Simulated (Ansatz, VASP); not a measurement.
## KScS2 in VASP and in Ansatz

File INCAR:

```
  ALGO = Normal
  EDIFF = 1E-6
  ENCUT = 520
  GGA = PE
  ISIF = 2
  ISMEAR = -1
  LASPH = T
  LCHARG = F
  LREAL = F
  LWAVE = F
  NBANDS = 24
  NELM = 60
  PREC = Accurate
  SIGMA = 0.02
```

KPOINTS

```
k-points
0
Gamma
  6 6 4
```

Contents of POSCAR:

```
KScS2
1.0
    4.0513015590      0.0000000000      0.0000000000
    0.0000000000      4.0513015590      0.0000000000
    0.0000000000      0.0000000000      5.4821041237
K S Sc
1 2 1
Direct
    0.0000000000      0.0000000000      0.0000000000
    0.0000000000      0.0000000000      0.5000000000
    0.5000000000      0.5000000000      0.0000000000
    0.5000000000      0.5000000000      0.5000000000
```

Input for Ansatz:

```yaml
crystal:
  lattice:
    - [4.051301559, 0.0, 0.0]
    - [0.0, 4.051301559, 0.0]
    - [0.0, 0.0, 5.4821041237]
  atoms:
    - { symbol: K, position: [0.0, 0.0, 0.0] }
    - { symbol: S, position: [0.0, 0.0, 0.5] }
    - { symbol: Sc, position: [0.5, 0.5, 0.5] }
    - { symbol: S, position: [0.5, 0.5, 0.0] }
kpoints:
  mp_grid: { grid: [6, 6, 4] }
hamiltonian:
  xc: pbe
scf:
  occupations: { method: fermi_dirac, width: 0.02 }
  n_extra_bands: 5
output:
  forces: true
  stress: true
  eigenvalues: true
```

Alike in both runs: task single point; functional PBE; k mesh 6 × 6 × 4; occupations fermi-dirac, width 0.02 eV; no spin polarisation.

```csv
,VASP,Ansatz
version,VASP 6.6.1,Ansatz 0.2.0
potentials or method,"VASP PAW PBE potentials, release 64 (K_sv, S, Sc_sv)","plane waves, PAW"
plane-wave cutoff (eV),520,420
valence electrons in the cell,32,32
```

Ansatz gave:

- pressure (GPa): 0.0

Estimate VASP's values.

pressure (GPa): 0.2.

With one functional, cell and mesh, what is left measures potentials, basis and numerics.
